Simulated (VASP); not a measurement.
CdSe: single point with PBEsol

Crystal: CdSe.

```
CELL_PARAMETERS angstrom
0.00000 2.93679 2.93679
2.93679 0.00000 2.93679
2.93679 2.93679 0.00000
ATOMIC_POSITIONS crystal
Cd 0.00000 0.00000 0.00000
Se 0.75000 0.75000 0.75000
```

```json
{"Program": "VASP 6.6.1", "Task": "single point", "Functional": "PBEsol", "Potentials or basis": "VASP PAW PBE potentials, release 64 (Cd, Se)", "Cutoff": "520 eV", "k mesh": "6 × 6 × 6", "Occupations": "gaussian, width 0.01 eV", "Spin": "no spin polarisation"}
```

```yaml
Pressure: 7.5 GPa
Band_gap_on_the_k_mesh: 0.68 eV, direct
```

Levels at points of the mesh, in eV from the valence-band top:
| k point | band 5 | band 6 | band 7 | band 8 | band 9 | band 10 | band 11 | band 12 | band 13 | band 14 |
| --- | --- | --- | --- | --- | --- | --- | --- | --- | --- | --- |
| (0.00, 0.00, 0.00) | -7.84 | -7.84 | 0.00 | 0.00 | 0.00 | 0.68 | 5.82 | 5.82 | 5.82 | 10.01 |
| (0.50, 0.00, 0.00) | -7.81 | -7.46 | -5.12 | -0.93 | -0.93 | 2.39 | 6.36 | 6.36 | 7.53 | 10.21 |
| (0.50, 0.50, 0.00) | -7.76 | -7.39 | -4.64 | -2.27 | -2.27 | 2.78 | 3.72 | 9.51 | 10.75 | 10.75 |

Wall time 17 s on 1 thread of Intel Xeon 8259CL, with other jobs on the host, peak memory 0.18 GiB.

Caveat: the PAW data sets were made with another functional, which shifts forces and pressure a little. As with any semilocal functional, this PBEsol gap is likely too small.
